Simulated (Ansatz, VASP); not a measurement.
Y: VASP beside Ansatz

```
Y
1.0
     0.00000    2.53195    2.53195
     2.53195    0.00000    2.53195
     2.53195    2.53195    0.00000
Y
1
Direct
  0.00000 0.00000 0.00000
```

Alike in both runs: functional PBE; k mesh 14 × 14 × 14; occupations fermi-dirac, width 0.05 eV; no spin polarisation.

Ansatz relaxed the structure, and its values are those at the end. VASP's run is a single point on that final structure, the one shown.

|  | VASP | Ansatz |
| --- | --- | --- |
| version | VASP 6.6.1 | Ansatz 0.2.0 |
| potentials or method | VASP PAW PBE potentials, release 64 (Y_sv), cutoff 520 eV | all-electron LAPW, scalar-relativistic |

|  | VASP | Ansatz | Ansatz less VASP |
| --- | --- | --- | --- |
| pressure (GPa) | -0.1 | 0.0 | +0.14 |

Ansatz ran all-electron here, and VASP with PAW potentials.
